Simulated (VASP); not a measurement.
# SnSe2 (pbesol) (P-3m1) in VASP: single point with PBEsol

Aim: the single point of SnSe2 (pbesol) with PBEsol.

Everything below comes from runs of VASP 6.6.1. Logs are shortened: lines on timing, memory, paths and dates and some standing lists are left out, and cuts for length are marked.

## (1) The cell of the first run

Symmetry: P-3m1, No. 164, trigonal system. The conventional cell has a = 3.818 Å, b = 3.818 Å, c = 6.156 Å, α = 90.00°, β = 90.00°, γ = 120.00°. Sn (site symmetry -3m) has 6 Se at 2.72 Å within 3.6 Å. Se (site symmetry 3m) has 3 Sn at 2.72 Å within 3.6 Å.

## (2) Single point, PBEsol

INCAR

```
SYSTEM = SnSe2
PREC = Accurate
ENCUT = 500
EDIFF = 1E-6
ISMEAR = 0
SIGMA = 0.02
LREAL = .FALSE.
LASPH = .TRUE.
NELM = 120
ALGO = Normal
ISIF = 2
LWAVE = .FALSE.
LCHARG = .FALSE.
GGA = PS
NBANDS = 20
GGA_COMPAT = .FALSE.
```

KPOINTS

```
Automatic mesh
0
G
  12 12 6
  0 0 0
```

POSCAR

```
SnSe2
1.0
    3.8177569201      0.0000000000      0.0000000000
   -1.9088784601      3.3062744782      0.0000000000
    0.0000000000      0.0000000000      6.1562691078
Sn Se
1 2
Direct
    0.0000000000      0.0000000000      0.0000000000
    0.3333333333      0.6666666667      0.2577150277
    0.6666666667      0.3333333333      0.7422849723
```

Potentials or basis: VASP PAW PBE potentials, release 64 (Sn_d, Se).

The run is started by

```console
cat potpaw_PBE.64/Sn_d/POTCAR potpaw_PBE.64/Se/POTCAR > POTCAR
mpirun -np 1 vasp_std > vasp.out
```

OUTCAR:

```text
SYSTEM = SnSe2
   PREC = Accurate
   ENCUT = 500
   EDIFF = 1E-6
   ISMEAR = 0
   LREAL = .FALSE.
   LASPH = .TRUE.
   NELM = 120
   ISIF = 2
   GGA = PS

 ion  position               nearest neighbor table
   1  0.000  0.000  0.000-   2 2.72   3 2.72   2 2.72   3 2.72   3 2.72   2 2.72
   2  0.333  0.667  0.258-   1 2.72   1 2.72   1 2.72
   3  0.667  0.333  0.742-   1 2.72   1 2.72   1 2.72

  LATTYP: Found a hexagonal cell.
 ALAT       =     3.8177569201
 C/A-ratio  =     1.6125356424

  Lattice vectors:

 A1 = (   3.8177569201,   0.0000000000,   0.0000000000)
 A2 = (  -1.9088784601,   3.3062744782,   0.0000000000)
 A3 = (   0.0000000000,   0.0000000000,   6.1562691078)

Analysis of symmetry for initial positions (statically):
=====================================================================
 Subroutine PRICEL returns:
 Original cell was already a primitive cell.

 Routine SETGRP: Setting up the symmetry group for a
 hexagonal supercell.

 Subroutine GETGRP returns: Found 12 space group operations
 (whereof 12 operations were pure point group operations)
 out of a pool of 24 trial point group operations.

The static configuration has the point symmetry D_3d.

Analysis of symmetry for dynamics (positions and initial velocities):
=====================================================================
 Subroutine PRICEL returns:
 Original cell was already a primitive cell.

 Routine SETGRP: Setting up the symmetry group for a
 hexagonal supercell.

 Subroutine GETGRP returns: Found 12 space group operations
 (whereof 12 operations were pure point group operations)
 out of a pool of 24 trial point group operations.

The dynamic configuration has the point symmetry D_3d.

 Subroutine INISYM returns: Found 12 space group operations
 (whereof 12 operations are pure point group operations),
 and found     1 'primitive' translations

----------------------------------------------------------------------------------------

                                     Primitive cell

  volume of cell :      77.7078

  direct lattice vectors                    reciprocal lattice vectors
     3.817756920  0.000000000  0.000000000     0.261933911  0.151227614  0.000000000
    -1.908878460  3.306274478  0.000000000     0.000000000  0.302455228  0.000000000
     0.000000000  0.000000000  6.156269108     0.000000000  0.000000000  0.162436044

  length of vectors
     3.817756920  3.817756920  6.156269108     0.302455228  0.302455228  0.162436044

  position of ions in fractional coordinates (direct lattice)
     0.000000000  0.000000000  0.000000000
     0.333333333  0.666666667  0.257715028
     0.666666667  0.333333333  0.742284972

  ion indices of the primitive-cell ions
   primitive index   ion index
                 1           1
                 2           2
                 3           3

----------------------------------------------------------------------------------------

 KPOINTS: Automatic mesh

Automatic generation of k-mesh.
 Grid dimensions read from file:
 generate k-points for:   12   12    6

 Generating k-lattice:

  Cartesian coordinates                     Fractional coordinates (reciprocal lattice)
     0.021827826  0.012602301  0.000000000     0.083333333  0.000000000  0.000000000
     0.000000000  0.025204602  0.000000000     0.000000000  0.083333333  0.000000000
     0.000000000  0.000000000  0.027072674     0.000000000  0.000000000  0.166666667

  Length of vectors
     0.025204602  0.025204602  0.027072674

  Shift w.r.t. Gamma in fractional coordinates (k-lattice)
     0.000000000  0.000000000  0.000000000

 Subroutine IBZKPT returns following result:
 ===========================================

 Found    100 irreducible k-points:

 Following reciprocal coordinates:
            Coordinates               Weight
  0.000000  0.000000  0.000000      1.000000
  0.083333  0.000000  0.000000      6.000000
  0.166667 -0.000000  0.000000      6.000000
  0.250000  0.000000  0.000000      6.000000
  0.333333  0.000000  0.000000      6.000000
  0.416667  0.000000  0.000000      6.000000
[... 16 lines left out ...]
  0.166667 -0.000000  0.166667      6.000000
  0.000000  0.166667  0.166667      6.000000
 [... further k-points ...]
   k-points           NKPTS =    100   k-points in BZ     NKDIM =    100   number of bands    NBANDS=     20
   number of dos      NEDOS =    301   number of ions     NIONS =      3
   total plane-waves  NPLWV =  37632
   dimension x,y,z NGX =    28 NGY =   28 NGZ =   48
   dimension x,y,z NGXF=    56 NGYF=   56 NGZF=   96
   ions per type =               1   2
   NGX,Y,Z   is equivalent  to a cutoff of  12.19, 12.19, 12.96 a.u.
   NGXF,Y,Z  is equivalent  to a cutoff of  24.39, 24.39, 25.92 a.u.
 SYSTEM =  SnSe2
   PREC   = accura    normal or accurate (medium, high low for compatibility)
   ISTART =      0    job   : 0-new  1-cont  2-samecut
   ICHARG =      2    charge: 1-file 2-atom 10-const
   ISPIN  =      1    spin polarized calculation?
   LNONCOLLINEAR =      F non collinear calculations
   LSORBIT =      F    spin-orbit coupling
   LASPH  =      T    aspherical Exc in radial PAW
   ENCUT  =  500.0 eV  36.75 Ry    6.06 a.u.   6.96  6.96 11.22*2*pi/ulx,y,z
   NELM   =    120;   NELMIN=  2; NELMDL= -5     # of ELM steps
   EDIFF  = 0.1E-05   stopping-criterion for ELM
   LREAL  =      F    real-space projection
   EDIFFG = 0.1E-04   stopping-criterion for IOM
   NSW    =      0    number of steps for IOM
   IBRION =     -1    ionic relax: 0-MD 1-quasi-New 2-CG
   NFREE  =      0    steps in history (QN), initial steepest desc. (CG)
   ISIF   =      2    stress and relaxation
   ISYM   =      2    0-nonsym 1-usesym 2-fastsym
   POTIM  = 0.5000    time-step for ionic-motion
   TEBEG  =    0.0;   TEEND  =   0.0 temperature during run
   PSTRESS=    0.0 pullay stress
   NELECT =      26.0000    total number of electrons
   NUPDOWN=      -1.0000    fix difference up-down
   EMIN   =  10.00;   EMAX   =-10.00  energy-range for DOS
   EFERMI =   0.00;   METHOD = LEGACY
   ISMEAR =     0;   SIGMA  =   0.02  broadening in eV -4-tet -1-fermi 0-gaus
   EFERMI_NEDOS =   21; number of points for ismear=-14 and -15
   IALGO  =     38    algorithm
   IMIX   =      4    mixing-type and parameters
     AMIX     =   0.40;   BMIX     =  1.00
     AMIX_MAG =   1.60;   BMIX_MAG =  1.00
  volume/ion in A,a.u.               =      25.90       174.80
  Fermi-wavevector in a.u.,A,eV,Ry     =   1.136522  2.147714 17.574391  1.291681
  Thomas-Fermi vector in A             =   2.273227
   LORBIT       =      0    0 simple, 1 ext, 2 COOP (PROOUT), +10 PAW based schemes
   GGA     = PS    functional components
   LHFCALC =     F    Hartree Fock is set to
   AEXX    =    0.0000 exact exchange contribution
   IVDW    =     0    specifies the selected vdW correction
   LEPSILON=     F    determine dielectric tensor
   LRPA    =     F    only Hartree local field effects (RPA)
 non-spin polarized calculation
 Gauss-broadening in eV      SIGMA  =   0.02
  energy-cutoff  :      500.00
  volume of cell :       77.71
 maximum number of plane-waves:      1992
   NGX = 13   NGY = 13   NGZ = 23

 number of electron      26.0000005 magnetization

 Free energy of the ion-electron system (eV)
  ---------------------------------------------------
  ext. energy  EPLUGINS =         0.00000000
  ---------------------------------------------------
  free energy    TOTEN  =       -12.98376593 eV

  energy without entropy =      -12.98376593  energy(sigma->0) =      -12.98376593

 E-fermi :   4.2058     XC(G=0):  -9.6520

 val. band max:        4.0477517778   @ k =   0.0833   0.0833   0.0000
 cond. band min:       4.5373335255   @ k =   0.0000   0.4167   0.3333
 fundamental gap:      0.4895817477
 Fermi energy:         4.2058176116

 k-point     1 :       0.0000    0.0000    0.0000
  band No.  band energies     occupation
      1     -17.1358      2.00000
      2     -17.1358      2.00000
      3     -17.0981      2.00000
      4     -17.0857      2.00000
      5     -17.0857      2.00000
      6      -9.8379      2.00000
[... 12 lines left out ...]
     19      12.9719      0.00000
     20      12.9720      0.00000

 k-point     2 :       0.0833    0.0000    0.0000
  band No.  band energies     occupation
      1     -17.1386      2.00000
      2     -17.1331      2.00000
      3     -17.0962      2.00000
      4     -17.0876      2.00000
      5     -17.0855      2.00000
      6      -9.7697      2.00000
[... 12 lines left out ...]
     19      12.2549      0.00000
     20      13.0488      0.00000

 k-point     3 :       0.1667   -0.0000    0.0000
  band No.  band energies     occupation
      1     -17.1473      2.00000
      2     -17.1264      2.00000
      3     -17.0940      2.00000
      4     -17.0887      2.00000
      5     -17.0843      2.00000
      6      -9.5696      2.00000
[... 12 lines left out ...]
     19      12.0855      0.00000
     20      13.2079      0.00000

 k-point     4 :       0.2500    0.0000    0.0000
  band No.  band energies     occupation
      1     -17.1603      2.00000
      2     -17.1193      2.00000
      3     -17.0994      2.00000
      4     -17.0806      2.00000
      5     -17.0806      2.00000
      6      -9.2532      2.00000
[... 12 lines left out ...]
     19      12.1502      0.00000
     20      13.5484      0.00000

 k-point     5 :       0.3333    0.0000    0.0000
  band No.  band energies     occupation
      1     -17.1742      2.00000
      2     -17.1151      2.00000
      3     -17.1047      2.00000
      4     -17.0740      2.00000
      5     -17.0718      2.00000
      6      -8.8562      2.00000
[... 12 lines left out ...]
     19      12.9081      0.00000
     20      13.7905      0.00000
[... 353 lines left out ...]
      6      -9.7250      2.00000
[... 12 lines left out ...]
     19      12.2360      0.00000
     20      13.0535      0.00000

 k-point    22 :       0.0000    0.0833    0.1667
  band No.  band energies     occupation
      1     -17.1386      2.00000
      2     -17.1331      2.00000
      3     -17.0961      2.00000
      4     -17.0876      2.00000
      5     -17.0855      2.00000
      6      -9.7249      2.00000
[... 12 lines left out ...]
     19      12.0778      0.00000
     20      12.7345      0.00000

 k-point    23 :       0.1667   -0.0000    0.1667
  band No.  band energies     occupation
      1     -17.1473      2.00000
      2     -17.1264      2.00000
      3     -17.0940      2.00000
      4     -17.0887      2.00000
      5     -17.0843      2.00000
      6      -9.5259      2.00000
[... 12 lines left out ...]
     19      12.4494      0.00000
     20      12.7650      0.00000

 k-point    24 :       0.0000    0.1667    0.1667
  band No.  band energies     occupation
      1     -17.1473      2.00000
      2     -17.1264      2.00000
      3     -17.0941      2.00000
      4     -17.0886      2.00000
      5     -17.0843      2.00000
      6      -9.5255      2.00000
[... 12 lines left out ...]
     19      11.8697      0.00000
     20      12.9086      0.00000

 [... further k-points ...]

------------------------ aborting loop because EDIFF is reached ----------------------------------------

  FORCE on cell =-STRESS in cart. coord.  units (eV):
  Direction    XX          YY          ZZ          XY          YZ          ZX
  --------------------------------------------------------------------------------------
  -------------------------------------------------------------------------------------
  Total        0.0528402      0.0528402      0.0604312     -0.0000000      0.0000000     -0.0000000
  in kB        1.0894581      1.0894581      1.2459677     -0.0000000      0.0000000     -0.0000000
  external PRESSURE =       1.1416279 kB  Pullay stress =       0.0000000 kB

 VOLUME and BASIS-vectors are now :
 -----------------------------------------------------------------------------
  energy-cutoff  :      500.00
  volume of cell :       77.71
      direct lattice vectors                 reciprocal lattice vectors
     3.817756920  0.000000000  0.000000000     0.261933911  0.151227614  0.000000000
    -1.908878460  3.306274478  0.000000000     0.000000000  0.302455228  0.000000000
     0.000000000  0.000000000  6.156269108     0.000000000  0.000000000  0.162436044

 POSITION                                       TOTAL-FORCE (eV/Angst)
 -----------------------------------------------------------------------------------
      0.00000      0.00000      0.00000        -0.000000      0.000000      0.000000
     -0.00000      2.20418      1.58656        -0.000000      0.000000      0.019757
      1.90888      1.10209      4.56971         0.000000      0.000000     -0.019757
 -----------------------------------------------------------------------------------
    total drift:                               -0.000000     -0.000000      0.000000

  FREE ENERGIE OF THE ION-ELECTRON SYSTEM (eV)
  ---------------------------------------------------
  free  energy   TOTEN  =       -12.9837659280 eV

  energy  without entropy=      -12.9837659280  energy(sigma->0) =      -12.98376593
```

It took 76 s on 1 thread of Intel Xeon 6975P-C, shared host; peak memory 0.28 GiB.

Results:

| Property | Result |
| --- | --- |
| Free energy | -12.9838 eV |
| Pressure | 0.1 GPa |
| Largest force | 0.020 eV/Å |
| Band gap on the k mesh | 0.49 eV, indirect (least direct gap 0.99 eV) |

Forces on the atoms (eV/Å):
```
Sn   0.000  0.000  0.000
Se   0.000  0.000  0.020
Se   0.000  0.000 -0.020
```

Caveat: the PAW data sets were made with another functional, which shifts forces and pressure a little; spin-orbit coupling is left out, which moves the levels of the heavy elements; this functional lacks dispersion, which binds the layers, so the pressure and a relaxed spacing across them are unreliable. A k mesh can miss the band edges.
